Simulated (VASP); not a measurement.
Here is a VASP 6.6.1 calculation.

The input INCAR:

```
ALGO = Normal ; EDIFF = 1E-6
ENCUT = 520 ; GGA = PS
ISIF = 2 ; ISMEAR = -1
ISPIN = 2 ; LASPH = True
LCHARG = False ; LMAXMIX = 6
LORBIT = 11 ; LREAL = False
LWAVE = False ; MAGMOM = 1
NBANDS = 22 ; NELM = 150
PREC = Accurate ; SIGMA = 0.05
```

Contents of KPOINTS:

```
k-points
0
Gamma
  9 9 9
```

The input POSCAR:

```
Yb
1.0
   -2.1514830000      2.1514830000      2.1514830000
    2.1514830000     -2.1514830000      2.1514830000
    2.1514830000      2.1514830000     -2.1514830000
Yb
1
Direct
    0.0000000000      0.0000000000      0.0000000000
```

Potentials or basis: VASP PAW PBE potentials, release 64 (Yb).

Command:

```console
$ cat potpaw_PBE.64/Yb/POTCAR > POTCAR
$ mpirun -np 1 vasp_std > vasp.out
```

Estimate the band gap on the k mesh.

zero (filled and empty bands overlap).

Estimate the pressure.

-4.1 GPa.

Estimate the net moment.

0.00 μB per cell.

Caveat: the PAW data sets were made with another functional, which shifts forces and pressure a little; spin-orbit coupling is left out, which moves the levels of the heavy elements. The state reached can hang on the start; a lower one may exist.
